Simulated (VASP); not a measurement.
**CdS: single point with PBE**

CdS:

```
CELL_PARAMETERS angstrom
0.00000 2.93921 2.93921
2.93921 0.00000 2.93921
2.93921 2.93921 0.00000
ATOMIC_POSITIONS crystal
Cd 0.00000 0.00000 0.00000
S 0.25000 0.25000 0.25000
```

* Program: VASP 6.6.1
* Task: single point
* Functional: PBE
* Potentials or basis: VASP PAW PBE potentials, release 64 (Cd, S)
* Cutoff: 520 eV
* k mesh: 4 × 4 × 4
* Occupations: gaussian, width 0.01 eV
* Spin: no spin polarisation

| Property | Result |
| --- | --- |
| Pressure | 1.9 GPa |
| Band gap on the k mesh | 1.09 eV, direct |

Levels at points of the mesh, in eV from the valence-band top:
```tsv
k point	band 7	band 8	band 9	band 10	band 11	band 12
(0.00, 0.00, 0.00)	0.00	0.00	0.00	1.09	6.53	6.53
(0.50, 0.00, 0.00)	-4.27	-0.72	-0.72	2.97	6.99	6.99
(0.50, 0.50, 0.00)	-3.86	-1.80	-1.80	3.58	4.31	9.13
```

It took 14 s on 1 thread of AMD EPYC 7R13, on a shared host, peak memory 0.14 GiB.

Caveat: the k points lie up to 0.46 Å⁻¹ apart. PBE gaps usually lie below the measured ones, often by a third to a half.
